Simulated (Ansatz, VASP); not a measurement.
**SrCl2: VASP beside Ansatz**

```xyz
3
Lattice="-1.4638 2.9276 2.9276 2.9276 -1.4638 2.9276 2.9276 2.9276 -1.4638" Properties=species:S:1:pos:R:3 pbc="T T T"
Sr    0.0000    0.0000    0.0000
Cl    1.0979    1.0979    1.0979
Cl    3.2936    3.2936    3.2936
```

Alike in both runs: task single point; functional LDA; k mesh 6 × 6 × 6; occupations gaussian, width 0.05 eV; no spin polarisation.

|  | VASP | Ansatz |
| --- | --- | --- |
| version | VASP 6.6.1 | Ansatz 0.2.0 |
| potentials or method | VASP PAW LDA potentials, release 64 (Sr_sv, Cl), cutoff 520 eV | scalar-relativistic, plane waves, PAW |
| valence electrons in the cell | 24 | 24 |

VASP gave:

| Quantity | Value |
| --- | --- |
| rms of the force components (eV/Å) | 11.212 |

Problem. Estimate Ansatz's values.

Solution. rms of the force components (eV/Å): 10.944.

LDA's correlation is that of Perdew and Zunger in VASP and of Perdew and Wang (1992) in Ansatz. Atom by atom the forces differ by 0.268 eV/Å (rms over components).
